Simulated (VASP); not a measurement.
Crystal: GeSb2Te4.

```
Ge Sb Te
1.0
     5.62218    0.00000    0.00000
    -2.81109    4.86895    0.00000
     0.00000    0.00000    8.81401
Ge Sb Te
1 2 4
Direct
  0.00000 0.00000 0.72941
  0.33333 0.66667 0.23484
  0.66667 0.33333 0.23484
  0.33333 0.66667 0.56855
  0.66667 0.33333 0.56855
  0.33333 0.66667 0.90116
  0.66667 0.33333 0.90116
```

The cell was built from a structure type or drawn by symmetry, and may not be a known phase.

| Property | Result |
| --- | --- |
| Program | VASP 6.6.1 |
| Task | relaxation of cell and atoms |
| Functional | PBE |
| Potentials or basis | VASP PAW PBE potentials, release 64 (Ge_d, Sb, Te) |
| Cutoff | 600 eV |
| k mesh | 6 × 6 × 2 |
| Occupations | gaussian, width 0.1 eV |
| Spin | no spin polarisation |

At the start: pressure 0.2 GPa; volume 34.47 Å³/atom.

Question: Where does the relaxation end?

Answer: Over 27 steps the energy falls by 21.8 meV/atom and the volume is 34.07 Å³/atom (-1.2 %); space group P6/mmm (No. 191, to 0.1 Å) before, P6mm (No. 183, to 0.1 Å).

The path:
```tsv
step	energy change (eV)	largest force (eV/Å)	pressure (GPa)	volume (Å³)
1	0.0000	0.0555	0.16	241.28
2	-0.0054	0.0406	-0.19	242.49
3	-0.0054	0.0428	-0.21	242.51
4	-0.0079	0.0945	-0.06	241.25
5	-0.0225	0.3288	0.53	237.45
6	-0.0368	0.4764	1.83	229.87
7	-0.0397	0.4560	1.25	233.00
8	-0.0406	0.4720	1.42	231.99
9	-0.0406	0.4755	1.50	231.64
10	-0.0407	0.4756	1.51	231.59
11	-0.0410	0.4760	1.54	231.47
12	-0.0415	0.4763	1.59	231.21
13	-0.0420	0.4746	1.66	230.70
14	-0.0427	0.4736	1.65	230.73
15	-0.0446	0.4712	1.63	230.82
16	-0.0483	0.4662	1.59	231.01
17	-0.0555	0.4567	1.49	231.39
18	-0.0689	0.4385	1.31	232.14
19	-0.0915	0.4061	0.99	233.65
20	-0.1214	0.3466	0.34	236.69
21	-0.1176	0.2243	-0.84	242.78
22	-0.1305	0.2898	-0.21	239.44
23	-0.1341	0.2686	-0.18	239.34
24	-0.1433	0.2008	-0.11	239.03
25	-0.1521	0.0490	0.05	238.41
26	-0.1522	0.0341	0.04	238.34
27	-0.1527	0.0361	0.00	238.49
```

Final structure:
```yaml
crystal:
  lattice:
    - [5.45422, 0.00000, 0.00000]
    - [-2.72711, 4.72349, 0.00000]
    - [0.00000, 0.00000, 9.25690]
  atoms:
    - { symbol: Ge, position: [0.00000, 0.00000, 0.72892] }
    - { symbol: Sb, position: [0.33333, 0.66667, 0.23387] }
    - { symbol: Sb, position: [0.66667, 0.33333, 0.23387] }
    - { symbol: Te, position: [0.33333, 0.66667, 0.56160] }
    - { symbol: Te, position: [0.66667, 0.33333, 0.56160] }
    - { symbol: Te, position: [0.33333, 0.66667, 0.90931] }
    - { symbol: Te, position: [0.66667, 0.33333, 0.90931] }
```
